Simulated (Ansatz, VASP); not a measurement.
# LaAl3N4: VASP beside Ansatz

```
CELL_PARAMETERS angstrom
-2.35998 2.35998 4.19135
2.35998 -2.35998 4.19135
2.35998 2.35998 -4.19135
ATOMIC_POSITIONS crystal
La 0.00000 0.00000 0.00000
N 0.71918 0.71918 0.00000
N 0.00000 0.50000 0.50000
N 0.28082 0.28082 0.00000
N 0.50000 0.00000 0.50000
Al 0.25000 0.75000 0.50000
Al 0.50000 0.50000 0.00000
Al 0.75000 0.25000 0.50000
```

Alike in both runs: task single point; functional r2SCAN; k mesh 8 × 8 × 8; no spin polarisation.

|  | VASP | Ansatz |
| --- | --- | --- |
| version | VASP 6.6.1 | Ansatz 0.2.0 |
| potentials or method | VASP PAW PBE potentials, release 64 (La, N, Al) | plane waves, PAW |
| plane-wave cutoff (eV) | 660 | 500 |
| occupations | gaussian, width 0.01 eV | fixed |
| valence electrons in the cell | 40 | 40 |

VASP gave:

| Property | Result |
| --- | --- |
| gap on the k mesh at the Fermi level (eV) | 0.72 |
| pressure (GPa) | -0.6 |
| rms of the force components (eV/Å) | 0.016 |

Q: Estimate Ansatz's values.

A: gap on the k mesh at the Fermi level (eV): 0.69; pressure (GPa): 0.0; rms of the force components (eV/Å): 0.000.

VASP's potentials were made for PBE, not for r2SCAN.

Spin-orbit coupling is off throughout.
